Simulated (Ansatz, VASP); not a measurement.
# KTaO3: VASP beside Ansatz

The input INCAR:

```
SYSTEM = KTaO3
PREC = Accurate
ENCUT = 520
EDIFF = 1E-7
ISMEAR = 0
SIGMA = 0.05
LREAL = .FALSE.
LASPH = .TRUE.
NELM = 80
ALGO = Normal
ISIF = 2
LWAVE = .FALSE.
LCHARG = .TRUE.
GGA = PS
LELF = .TRUE.
LVHAR = .TRUE.
NBANDS = 27
```

Contents of KPOINTS:

```
Automatic mesh
0
G
  8 8 8
  0 0 0
```

Contents of POSCAR:

```
KTaO3
1.0
    3.3875543774      0.0000000000      0.0000000000
    0.0000000000      3.9853580911      0.0000000000
    0.0000000000      0.0000000000      3.9853580911
K Ta O
1 1 3
Direct
    0.5000000000      0.5000000000      0.5000000000
    0.0000000000      0.0000000000      0.0000000000
    0.5000000000      0.0000000000      0.0000000000
    0.0000000000      0.5000000000      0.0000000000
    0.0000000000      0.0000000000      0.5000000000
```

Input for Ansatz:

```yaml
crystal:
  lattice:
    - [3.3875543774, 0.0, 0.0]
    - [0.0, 3.9853580911, 0.0]
    - [0.0, 0.0, 3.9853580911]
  atoms:
    - { symbol: K, position: [0.5, 0.5, 0.5] }
    - { symbol: Ta, position: [0.0, 0.0, 0.0] }
    - { symbol: O, position: [0.5, 0.0, 0.0] }
    - { symbol: O, position: [0.0, 0.5, 0.0] }
    - { symbol: O, position: [0.0, 0.0, 0.5] }
basis:
  ecutwfc: 520.0
kpoints:
  mp_grid: { grid: [8, 8, 8] }
hamiltonian:
  xc: pbesol
  pseudopotentials: { kind: paw }
scf:
  occupations: { method: gaussian, width: 0.05 }
output:
  forces: true
  stress: true
  eigenvalues: true
```

Change from the starting cell: normal strain along x -0.1500, normal strain along z +0.0000.

Alike in both runs: task single point; functional PBEsol; k mesh 8 × 8 × 8; occupations gaussian, width 0.05 eV; no spin polarisation.

|  | VASP | Ansatz |
| --- | --- | --- |
| version | VASP 6.6.1 | Ansatz 0.2.0 |
| potentials or method | VASP PAW PBE potentials, release 64 (K_sv, Ta_pv, O), cutoff 520 eV | scalar-relativistic, plane waves, PAW |
| valence electrons in the cell | 38 | 40 |

|  | VASP | Ansatz | Ansatz less VASP |
| --- | --- | --- | --- |
| gap on the k mesh at the Fermi level (eV) | 1.68 | 1.75 | +0.069 |
| least direct gap on the mesh (eV) | 1.68 | 1.75 | +0.069 |
| pressure (GPa) | 65.5 | 63.5 | -1.92 |
| traceless stress, the component that is largest in VASP (GPa) | 95.04 | 93.72 | -1.324 |

VASP's potentials were made for PBE, not for PBEsol. Both programs put the cell under a high pressure, so it lies far from rest at this level. VASP's potentials hold 38 valence electrons a cell and Ansatz's 40, so a difference there can come from the potentials and not from the codes.

Spin-orbit coupling is off throughout. Noted on VASP's run: the cell as given lies far from equilibrium.
